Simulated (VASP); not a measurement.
# GdN (I4mm) in VASP: single point with PBE

Aim: the single point of GdN with PBE.

All numbers are computed with VASP 6.6.1; they aren't measurements. Logs are shortened: lines on timing, memory, paths and dates and some standing lists are left out, and cuts for length are marked.

## 1. The cell of the first run

The structure is tetragonal, space group I4mm (No. 107). Conventional cell: a = 3.525 Å, b = 3.525 Å, c = 4.986 Å, α = 90.00°, β = 90.00°, γ = 90.00°. Within 3.0 Å of Gd (site symmetry 4mm) lie 6 N at 2.29 to 2.69 Å. N (site symmetry 4mm) has 6 Gd at 2.29 to 2.69 Å within 3.0 Å.

## 2. Single point, PBE, collinear spin, ferromagnetic start (atom 2 (N) moved 0.2 Å along y)

INCAR reads:

```
SYSTEM = GdN
ALGO     = Normal         ! electronic algorithm
EDIFF    = 1E-6           ! SCF threshold, eV
ENCUT    = 520            ! plane-wave cutoff, eV
GGA      = PE             ! functional
ISIF     = 2              ! what is computed and relaxed
ISMEAR   = 0              ! smearing method
ISPIN    = 2              ! spin polarisation
LASPH    = .TRUE.         ! aspherical terms in the spheres
LCHARG   = .TRUE.         ! write CHGCAR
LELF     = .TRUE.         ! ELF
LMAXMIX  = 6              ! l up to which the mixer works
LORBIT   = 11             ! projections on sites
LREAL    = .FALSE.        ! projectors in reciprocal space
LVHAR    = .TRUE.       
LWAVE    = .FALSE.        ! write WAVECAR
MAGMOM   = 7.55 0         ! initial moments
NBANDS   = 22             ! bands
NELM     = 150            ! most SCF steps
PREC     = Accurate       ! precision mode
SIGMA    = 0.05           ! smearing width, eV
```

KPOINTS reads:

```
k-points
0
G
  12 12 12
  0 0 0
```

POSCAR reads:

```
GdN
1.0
    0.0000000000      2.4927984072      2.4927984072
    2.4927984072      0.0000000000      2.4927984072
    2.4927984072      2.4927984072      0.0000000000
Gd N
1 1
Direct
    0.5000000000      0.5000000000      0.5000000000
    0.0401155584     -0.0401155584      0.0401155584
```

Potentials or basis: VASP PAW PBE potentials, release 64 (Gd, N).

On the command line:

```sh
cat potpaw_PBE.64/Gd/POTCAR potpaw_PBE.64/N/POTCAR > POTCAR
mpirun -np 1 vasp_std > vasp.out
```

OUTCAR:

```text
SYSTEM = GdN
   EDIFF = 1E-6
   ENCUT = 520
   GGA = PE
   ISIF = 2
   ISMEAR = 0
   ISPIN = 2
   LASPH = .TRUE.
   LORBIT = 11
   LREAL = .FALSE.
   NELM = 150
   PREC = Accurate

 ion  position               nearest neighbor table
   1  0.500  0.500  0.500-   2 2.29   2 2.50   2 2.50   2 2.50   2 2.50
   2  0.040  0.960  0.040-   1 2.29   1 2.50   1 2.50   1 2.50   1 2.50

  LATTYP: Found a face centered cubic cell.
 ALAT       =     4.9855968144

  Lattice vectors:

 A1 = (   0.0000000000,   2.4927984072,   2.4927984072)
 A2 = (   2.4927984072,   0.0000000000,   2.4927984072)
 A3 = (   2.4927984072,   2.4927984072,   0.0000000000)

Analysis of symmetry for initial positions (statically):
=====================================================================
 Subroutine PRICEL returns:
 Original cell was already a primitive cell.

 Routine SETGRP: Setting up the symmetry group for a
 face centered cubic supercell.

 Subroutine GETGRP returns: Found  8 space group operations
 (whereof  8 operations were pure point group operations)
 out of a pool of 48 trial point group operations.

The static configuration has the point symmetry C_4v.

Analysis of symmetry for dynamics (positions and initial velocities):
=====================================================================
 Subroutine PRICEL returns:
 Original cell was already a primitive cell.

 Routine SETGRP: Setting up the symmetry group for a
 face centered cubic supercell.

 Subroutine GETGRP returns: Found  8 space group operations
 (whereof  8 operations were pure point group operations)
 out of a pool of 48 trial point group operations.

The dynamic configuration has the point symmetry C_4v.

Analysis of structural, dynamic, and magnetic symmetry:
=====================================================================
 Subroutine PRICEL returns:
 Original cell was already a primitive cell.

 Routine SETGRP: Setting up the symmetry group for a
 face centered cubic supercell.

 Subroutine GETGRP returns: Found  8 space group operations
 (whereof  8 operations were pure point group operations)
 out of a pool of 48 trial point group operations.

The overall configuration has the point symmetry C_4v.

 Subroutine INISYM returns: Found  8 space group operations
 (whereof  8 operations are pure point group operations),
 and found     1 'primitive' translations

----------------------------------------------------------------------------------------

[... 116 lines left out ...]
   LORBIT       =     11    0 simple, 1 ext, 2 COOP (PROOUT), +10 PAW based schemes
   GGA     = PE    functional components
   LHFCALC =     F    Hartree Fock is set to
   AEXX    =    0.0000 exact exchange contribution
   IVDW    =     0    specifies the selected vdW correction
   LEPSILON=     F    determine dielectric tensor
   LRPA    =     F    only Hartree local field effects (RPA)
 spin polarized calculation
 Gauss-broadening in eV      SIGMA  =   0.05
  energy-cutoff  :      520.00
  volume of cell :       30.98
 maximum number of plane-waves:       869
 NGX is ok and might be reduce to    28
   NGX = 13   NGY = 13   NGZ = 13

 number of electron      23.0000007 magnetization       7.0002419

 Free energy of the ion-electron system (eV)
  ---------------------------------------------------
  ext. energy  EPLUGINS =         0.00000000
  ---------------------------------------------------
  free energy    TOTEN  =       -23.18040893 eV

  energy without entropy =      -23.18035491  energy(sigma->0) =      -23.18038192

 E-fermi :   3.8995     XC(G=0): -11.5660

 val. band max:        3.8698181596   @ k =   0.0000   0.0000   0.0000
 cond. band min:       3.9090031663   @ k =   0.0833   0.0833   0.0000
 fundamental gap:      0.0391850068
 Fermi energy:         3.8994642582

 spin component 1

 k-point     1 :       0.0000    0.0000    0.0000
  band No.  band energies     occupation
      1     -39.8250      1.00000
      2     -16.8543      1.00000
      3     -16.8253      1.00000
      4     -16.8253      1.00000
      5      -9.1349      1.00000
      6       0.3206      1.00000
[... 589 lines left out ...]
     21      12.4671      0.00000
     22      17.8754      0.00000

 [... further k-points ...]

 spin component 2

 k-point     1 :       0.0000    0.0000    0.0000
  band No.  band energies     occupation
      1     -36.7320      1.00000
      2     -14.6249      1.00000
      3     -14.5863      1.00000
      4     -14.5863      1.00000
      5      -9.0986      1.00000
      6       2.8837      1.00000
[... 589 lines left out ...]
     21      13.3854      0.00000
     22      18.9278      0.00000

 [... further k-points ...]

------------------------ aborting loop because EDIFF is reached ----------------------------------------

  FORCE on cell =-STRESS in cart. coord.  units (eV):
  Direction    XX          YY          ZZ          XY          YZ          ZX
  --------------------------------------------------------------------------------------
  -------------------------------------------------------------------------------------
  Total       -0.1917793      1.0830841     -0.1917793      0.0000000      0.0000000      0.0000000
  in kB       -9.9179253     56.0120285     -9.9179253      0.0000000      0.0000000      0.0000000
  external PRESSURE =      12.0587260 kB  Pullay stress =       0.0000000 kB

 VOLUME and BASIS-vectors are now :
 -----------------------------------------------------------------------------
  energy-cutoff  :      520.00
  volume of cell :       30.98
      direct lattice vectors                 reciprocal lattice vectors
     0.000000000  2.492798407  2.492798407    -0.200577792  0.200577792  0.200577792
     2.492798407  0.000000000  2.492798407     0.200577792 -0.200577792  0.200577792
     2.492798407  2.492798407  0.000000000     0.200577792  0.200577792 -0.200577792

 POSITION                                       TOTAL-FORCE (eV/Angst)
 -----------------------------------------------------------------------------------
      2.49280      2.49280      2.49280         0.000000      0.529940      0.000000
      2.49280      0.20000      2.49280         0.000000     -0.529940      0.000000
 -----------------------------------------------------------------------------------
    total drift:                               -0.000004      0.001149     -0.000004

  FREE ENERGIE OF THE ION-ELECTRON SYSTEM (eV)
  ---------------------------------------------------
  free  energy   TOTEN  =       -23.1804089324 eV

  energy  without entropy=      -23.1803549094  energy(sigma->0) =      -23.18038192

 total charge

# of ion       s       p       d       f       tot
--------------------------------------------------
    1        2.036   5.661   0.548   7.001  15.245
    2        1.252   2.390   0.000   0.000   3.642
--------------------------------------------------
tot          3.287   8.051   0.548   7.001  18.887

 magnetization (x)

# of ion       s       p       d       f       tot
--------------------------------------------------
    1       -0.005  -0.081   0.079   6.805   6.799
    2       -0.007  -0.069   0.000   0.000  -0.076
--------------------------------------------------
tot         -0.012  -0.150   0.079   6.805   6.723
```

Run time: 13 min. Hardware: 1 thread of Intel Xeon 6975P-C (Granite Rapids), shared host; peak memory 0.33 GiB.

What came out:

```yaml
Free_energy: -23.1804 eV
Pressure: 1.2 GPa
Largest_force: 0.530 eV/Å
Band_gap_on_the_k_mesh: zero (filled and empty bands overlap)
Net_moment: 7.00 μB per cell
Site_moments: Gd +6.80; N -0.08 μB
Valence_electrons_inside_the_program's_atomic_spheres: Gd 15.24; N 3.64
```

Forces in eV/Å, atoms in the order of the input:
```
Gd   0.000  0.530  0.000
N    0.000 -0.530  0.000
```

Levels at points of the mesh, in eV from the Fermi level:
Spin up:
```csv
k point,band 13,band 14,band 15,band 16,band 17,band 18
"(0.00, 0.00, 0.00)",-0.09,-0.09,-0.03,2.53,2.96,2.96
"(0.50, 0.00, 0.00)",-3.15,-2.52,-2.46,5.04,5.66,5.96
"(0.50, 0.50, 0.00)",-1.47,-1.34,-0.24,0.83,6.39,6.69
"(0.50, 0.00, 0.50)",-1.35,-0.45,-0.21,-0.21,6.29,6.55
```
Spin down:
```
           k point  band 4  band 5  band 6  band 7  band 8  band 9  band 10  band 11  band 12  band 13
(0.00, 0.00, 0.00)  -18.49  -13.00   -1.02   -1.02   -0.98    1.74     2.28     2.28     2.28     2.60
(0.50, 0.00, 0.00)  -18.60  -11.12   -4.04   -2.45   -2.38    1.86     1.97     1.98     2.21     2.21
(0.50, 0.50, 0.00)  -18.91  -12.68   -1.44   -1.13   -0.80    0.86     2.02     2.09     2.12     2.13
(0.50, 0.00, 0.50)  -18.92  -12.65   -0.99   -0.80   -0.80    0.25     2.02     2.07     2.14     2.14
```

Caveat: the cell differs from its parent crystal (atom 2 (N) moved 0.2 Å along y); the stress differs along the axes, from -1 to 6 GPa; spin-orbit coupling is left out, which moves the levels of the heavy elements; a cell with one magnetic atom can't hold antiferromagnetic order, which such compounds often take; semilocal functionals describe open f shells poorly, which spoils levels, moments and volumes.

The gap in the log of VASP goes by the Fermi energy; the results here count the filled bands.